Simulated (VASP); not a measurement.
A run of VASP 6.6.1 is set up as follows.

INCAR

```
SYSTEM = Cu
ALGO     = Fast           ! electronic algorithm
EDIFF    = 1E-6           ! SCF threshold, eV
ENCUT    = 520            ! plane-wave cutoff, eV
GGA      = PS             ! functional
ISIF     = 2              ! what is computed and relaxed
ISMEAR   = 0              ! smearing method
LASPH    = .TRUE.         ! aspherical terms in the spheres
LCHARG   = .FALSE.        ! write CHGCAR
LREAL    = .FALSE.        ! projectors in reciprocal space
LWAVE    = .FALSE.        ! write WAVECAR
NBANDS   = 30             ! bands
NELM     = 60             ! most SCF steps
PREC     = Accurate       ! precision mode
SIGMA    = 0.1            ! smearing width, eV
```

KPOINTS

```
k-points
0
G
  18 18 6
  0 0 0
```

POSCAR

```
Cu
1.0
    2.4129474720      0.0000000000      0.0000000000
   -1.2064737360      2.0896738088      0.0000000000
    0.0000000000      0.0000000000      7.8882279332
Cu
4
Direct
    0.0000000000      0.0000000000      0.0000000000
    0.3333333333      0.6666666667      0.2500000000
    0.0000000000      0.0000000000      0.5000000000
    0.6666666667      0.3333333333      0.7500000000
```

Potentials or basis: VASP PAW PBE potentials, release 64 (Cu).

Command:

```bash
$ cat potpaw_PBE.64/Cu/POTCAR > POTCAR
$ mpirun -np 1 vasp_std > vasp.out
```

Task: Predict the pressure.

Result: 30.8 GPa.

Task: What does it give for the band gap on the k mesh?

Result: Zero (bands 22 and 23 overlap by 5.70 eV).

Caveat: the cell stands under pressure; the PAW data sets were made with another functional, which shifts forces and pressure a little.
